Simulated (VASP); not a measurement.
# Pt (Fm-3m) in VASP: further runs

The runs below take Pt through single point, with PBEsol.

Program: VASP 6.6.1. These are calculated values, not measurements. Logs are shortened: lines on timing, memory, paths and dates and some standing lists are left out, and cuts for length are marked.

### 1 The cell of the first run

It takes space group Fm-3m (No. 225, cubic). Conventional cell: a = 3.918 Å, b = 3.918 Å, c = 3.918 Å, α = 90.00°, β = 90.00°, γ = 90.00°. Pt (site symmetry m-3m) has 12 Pt at 2.77 Å within 3.7 Å.

### 2 Single point, PBEsol

File INCAR:

```
SYSTEM = Pt
PREC = Accurate
ENCUT = 520
EDIFF = 1E-7
ISMEAR = 0
SIGMA = 0.1
LREAL = .False.
LASPH = .True.
NELM = 80
ALGO = Normal
ISIF = 2
LWAVE = .False.
LCHARG = .False.
GGA = PS
NBANDS = 11
```

File KPOINTS:

```
regular mesh
0
Gamma
  18 18 18
  0 0 0
```

File POSCAR:

```
Pt
1.0
    0.0000000000      1.9589709029      1.9589709029
    1.9589709029      0.0000000000      1.9589709029
    1.9589709029      1.9589709029      0.0000000000
Pt
1
Direct
    0.0000000000      0.0000000000      0.0000000000
```

Potentials or basis: VASP PAW PBE potentials, release 64 (Pt).

Command:

```
> cat potpaw_PBE.64/Pt/POTCAR > POTCAR
> mpirun -np 1 vasp_std > vasp.out
```

OUTCAR:

```text
SYSTEM = Pt
   PREC = Accurate
   ENCUT = 520
   EDIFF = 1E-7
   ISMEAR = 0
   LREAL = .False.
   LASPH = .True.
   NELM = 80
   ISIF = 2
   GGA = PS

 ion  position               nearest neighbor table
   1  0.000  0.000  0.000-

  LATTYP: Found a face centered cubic cell.
 ALAT       =     3.9179418058

  Lattice vectors:

 A1 = (   0.0000000000,   1.9589709029,   1.9589709029)
 A2 = (   1.9589709029,   0.0000000000,   1.9589709029)
 A3 = (   1.9589709029,   1.9589709029,   0.0000000000)

Analysis of symmetry for initial positions (statically):
=====================================================================
 Subroutine PRICEL returns:
 Original cell was already a primitive cell.

 Routine SETGRP: Setting up the symmetry group for a
 face centered cubic supercell.

 Subroutine GETGRP returns: Found 48 space group operations
 (whereof 48 operations were pure point group operations)
 out of a pool of 48 trial point group operations.

The static configuration has the point symmetry O_h .

Analysis of symmetry for dynamics (positions and initial velocities):
=====================================================================
 Subroutine PRICEL returns:
 Original cell was already a primitive cell.

 Routine SETGRP: Setting up the symmetry group for a
 face centered cubic supercell.

 Subroutine GETGRP returns: Found 48 space group operations
 (whereof 48 operations were pure point group operations)
 out of a pool of 48 trial point group operations.

The dynamic configuration has the point symmetry O_h .

 Subroutine INISYM returns: Found 48 space group operations
 (whereof 48 operations are pure point group operations),
 and found     1 'primitive' translations

----------------------------------------------------------------------------------------

                                     Primitive cell

  volume of cell :      15.0354

  direct lattice vectors                    reciprocal lattice vectors
     0.000000000  1.958970903  1.958970903    -0.255236052  0.255236052  0.255236052
     1.958970903  0.000000000  1.958970903     0.255236052 -0.255236052  0.255236052
     1.958970903  1.958970903  0.000000000     0.255236052  0.255236052 -0.255236052

  length of vectors
     2.770403219  2.770403219  2.770403219     0.442081811  0.442081811  0.442081811

  position of ions in fractional coordinates (direct lattice)
     0.000000000  0.000000000  0.000000000

  ion indices of the primitive-cell ions
   primitive index   ion index
                 1           1

[... 72 lines left out ...]
   LREAL  =      F    real-space projection
   EDIFFG = 0.1E-05   stopping-criterion for IOM
   NSW    =      0    number of steps for IOM
   IBRION =     -1    ionic relax: 0-MD 1-quasi-New 2-CG
   NFREE  =      0    steps in history (QN), initial steepest desc. (CG)
   ISIF   =      2    stress and relaxation
   ISYM   =      2    0-nonsym 1-usesym 2-fastsym
   POTIM  = 0.5000    time-step for ionic-motion
   TEBEG  =    0.0;   TEEND  =   0.0 temperature during run
   PSTRESS=    0.0 pullay stress
   NELECT =      10.0000    total number of electrons
   NUPDOWN=      -1.0000    fix difference up-down
   EMIN   =  10.00;   EMAX   =-10.00  energy-range for DOS
   EFERMI =   0.00;   METHOD = LEGACY
   ISMEAR =     0;   SIGMA  =   0.10  broadening in eV -4-tet -1-fermi 0-gaus
   EFERMI_NEDOS =   21; number of points for ismear=-14 and -15
   IALGO  =     38    algorithm
   IMIX   =      4    mixing-type and parameters
     AMIX     =   0.40;   BMIX     =  1.00
     AMIX_MAG =   1.60;   BMIX_MAG =  1.00
  volume/ion in A,a.u.               =      15.04       101.46
  Fermi-wavevector in a.u.,A,eV,Ry     =   1.429015  2.700447 27.784245  2.042084
  Thomas-Fermi vector in A             =   2.549015
   LORBIT       =      0    0 simple, 1 ext, 2 COOP (PROOUT), +10 PAW based schemes
   GGA     = PS    functional components
   LHFCALC =     F    Hartree Fock is set to
   AEXX    =    0.0000 exact exchange contribution
   IVDW    =     0    specifies the selected vdW correction
   LEPSILON=     F    determine dielectric tensor
   LRPA    =     F    only Hartree local field effects (RPA)
 non-spin polarized calculation
 Gauss-broadening in eV      SIGMA  =   0.10
  energy-cutoff  :      520.00
  volume of cell :       15.04
 maximum number of plane-waves:       419
 NGX is ok and might be reduce to    24

 number of electron      10.0000000 magnetization

 Free energy of the ion-electron system (eV)
  ---------------------------------------------------
  ext. energy  EPLUGINS =         0.00000000
  ---------------------------------------------------
  free energy    TOTEN  =        -6.96548808 eV

  energy without entropy =       -6.95484754  energy(sigma->0) =       -6.96016781

 E-fermi :  11.1564     XC(G=0): -13.6464

 val. band max:       11.1559276127   @ k =  -0.3333   0.3889   0.1111
 cond. band min:      11.1676258634   @ k =   0.3889   0.2222   0.0000
 fundamental gap:      0.0116982507
 Fermi energy:        11.1564299347

 k-point     1 :       0.0000    0.0000    0.0000
  band No.  band energies     occupation
      1       0.8245      2.00000
      2       7.3292      2.00000
      3       7.3292      2.00000
      4       7.3292      2.00000
      5       9.5183      2.00000
      6       9.5183      2.00000
      7      25.7710      0.00000
      8      30.7452      0.00000
      9      30.7452      0.00000
     10      30.7452      0.00000
     11      36.0551      0.00000
[... 309 lines left out ...]
 k-point    24 :      -0.2222    0.0556    0.0000
  band No.  band energies     occupation
      1       2.8800      2.00000
      2       6.8252      2.00000
      3       7.7260      2.00000
      4       7.7950      2.00000
      5       9.3167      2.00000
      6      10.0039      2.00000
      7      24.8133      0.00000
      8      27.6914      0.00000
      9      32.2140      0.00000
     10      33.6243      0.00000
     11      34.8824      0.00000

 [... further k-points ...]
[... 5 lines left out ...]
  --------------------------------------------------------------------------------------
  -------------------------------------------------------------------------------------
  Total       -0.0378075     -0.0378075     -0.0378075     -0.0000000      0.0000000      0.0000000
  in kB       -4.0287906     -4.0287906     -4.0287906     -0.0000000      0.0000000      0.0000000
  external PRESSURE =      -4.0287906 kB  Pullay stress =       0.0000000 kB

 VOLUME and BASIS-vectors are now :
 -----------------------------------------------------------------------------
  energy-cutoff  :      520.00
  volume of cell :       15.04
      direct lattice vectors                 reciprocal lattice vectors
     0.000000000  1.958970903  1.958970903    -0.255236052  0.255236052  0.255236052
     1.958970903  0.000000000  1.958970903     0.255236052 -0.255236052  0.255236052
     1.958970903  1.958970903  0.000000000     0.255236052  0.255236052 -0.255236052

 POSITION                                       TOTAL-FORCE (eV/Angst)
 -----------------------------------------------------------------------------------
      0.00000      0.00000      0.00000         0.000000      0.000000      0.000000
 -----------------------------------------------------------------------------------
    total drift:                                0.000000     -0.000000     -0.000000

  FREE ENERGIE OF THE ION-ELECTRON SYSTEM (eV)
  ---------------------------------------------------
  free  energy   TOTEN  =        -6.9654880830 eV

  energy  without entropy=       -6.9548475387  energy(sigma->0) =       -6.96016781
```

OSZICAR:

```text
N       E                     dE             d eps       ncg     rms          rms(c)
DAV:   1     0.398164361363E+02    0.39816E+02   -0.54345E+03  4346   0.849E+02
DAV:   2    -0.677635140940E+01   -0.46593E+02   -0.44848E+02  4925   0.178E+02
DAV:   3    -0.741850837860E+01   -0.64216E+00   -0.63845E+00  4993   0.198E+01
DAV:   4    -0.742099132756E+01   -0.24829E-02   -0.24827E-02  4948   0.145E+00
DAV:   5    -0.742101036804E+01   -0.19040E-04   -0.19039E-04  5018   0.117E-01    0.134E+01
DAV:   6    -0.701508697054E+01    0.40592E+00   -0.93646E-01  4653   0.764E+00    0.685E+00
DAV:   7    -0.696985410927E+01    0.45233E-01   -0.16168E-01  4977   0.307E+00    0.258E+00
DAV:   8    -0.696580130114E+01    0.40528E-02   -0.70109E-03  4647   0.764E-01    0.683E-01
DAV:   9    -0.696548378131E+01    0.31752E-03   -0.27045E-04  4770   0.150E-01    0.296E-02
DAV:  10    -0.696548787799E+01   -0.40967E-05   -0.44106E-06  5503   0.149E-02    0.528E-03
DAV:  11    -0.696548806992E+01   -0.19193E-06   -0.55213E-08  4210   0.214E-03    0.151E-03
DAV:  12    -0.696548808297E+01   -0.13048E-07   -0.26737E-09  2559   0.366E-04
   1 F= -.69654881E+01 E0= -.69601678E+01  d E =-.106405E-01
```

Wall time 13 s (1 thread of Intel Xeon Platinum 8559C (Emerald Rapids), shared host); peak memory 0.16 GiB.

What came out:

```yaml
Free_energy: -6.9655 eV
Pressure: -0.4 GPa
Band_gap_on_the_k_mesh: zero (band 5 reaches 11.65 eV, above the bottom of band 6 at 9.41 eV)
```

Levels at points of the mesh, in eV from the Fermi level:
```
           k point  band 3  band 4  band 5  band 6  band 7  band 8
(0.00, 0.00, 0.00)   -3.83   -3.83   -1.64   -1.64   14.61   19.59
(0.50, 0.00, 0.00)   -3.89   -0.56    0.04    0.04    5.82   14.17
(0.50, 0.50, 0.00)    0.02    0.49    0.49    1.70    8.86   11.34
```

Caveat: the PAW data sets were made with another functional, which shifts forces and pressure a little; spin-orbit coupling is left out, which moves the levels of the heavy elements.

### 3 Single point, PBEsol

This run uses another cell than the first one: it holds 2 atoms, not 1.

File INCAR:

```
SYSTEM = Pt
ALGO = Fast
EDIFF = 1E-6
ENCUT = 520
GGA = PS
ISIF = 2
ISMEAR = 0
LASPH = .TRUE.
LCHARG = .FALSE.
LREAL = .FALSE.
LWAVE = .FALSE.
NBANDS = 17
NELM = 100
PREC = Accurate
SIGMA = 0.15
```

File KPOINTS:

```
k-points
0
G
  16 16 12
  0 0 0
```

File POSCAR:

```
Pt
1.0
    0.0000000000     -1.9589709029     -1.9589709029
    0.0000000000      1.9589709029     -1.9589709029
    3.9179418058      0.0000000000      0.0000000000
Pt
2
Direct
    0.5000000000      0.5000000000      0.5000000000
    0.0000000000      0.0000000000      0.0000000000
```

Potentials or basis: VASP PAW PBE potentials, release 64 (Pt).

Command:

```
> cat potpaw_PBE.64/Pt/POTCAR > POTCAR
> mpirun -np 1 vasp_std > vasp.out
```

Wall time 77 s (1 thread of Intel Xeon Platinum 8559C (Emerald Rapids), shared host); peak memory 0.25 GiB.

Results (log left out):

* Free energy: -13.9479 eV
* Pressure: -0.3 GPa
* Band gap on the k mesh: zero (band 10 reaches 11.66 eV, above the bottom of band 11 at 10.09 eV)

Levels at points of the mesh, in eV from the Fermi level:
```tsv
k point	band 6	band 7	band 8	band 9	band 10	band 11	band 12	band 13	band 14	band 15
(0.00, 0.00, 0.00)	-3.82	-1.63	-1.63	0.02	0.50	0.50	1.71	8.87	11.35	11.35
(0.50, 0.00, 0.00)	-4.28	-2.58	-2.58	-1.75	-1.75	1.87	1.87	10.72	10.72	13.01
(0.50, 0.50, 0.00)	0.02	0.50	0.50	0.50	0.50	1.71	1.71	8.87	8.87	11.35
(0.00, 0.00, 0.50)	-3.03	-2.16	-2.16	-2.16	-2.16	-0.85	-0.85	17.14	17.14	17.14
(0.50, 0.00, 0.50)	-3.88	-0.56	-0.56	0.05	0.05	0.05	0.05	5.83	5.83	14.17
(0.50, 0.50, 0.50)	-4.60	-2.02	-2.02	0.51	0.51	7.09	7.09	8.25	8.25	8.25
```

Caveat: the PAW data sets were made with another functional, which shifts forces and pressure a little; spin-orbit coupling is left out, which moves the levels of the heavy elements.
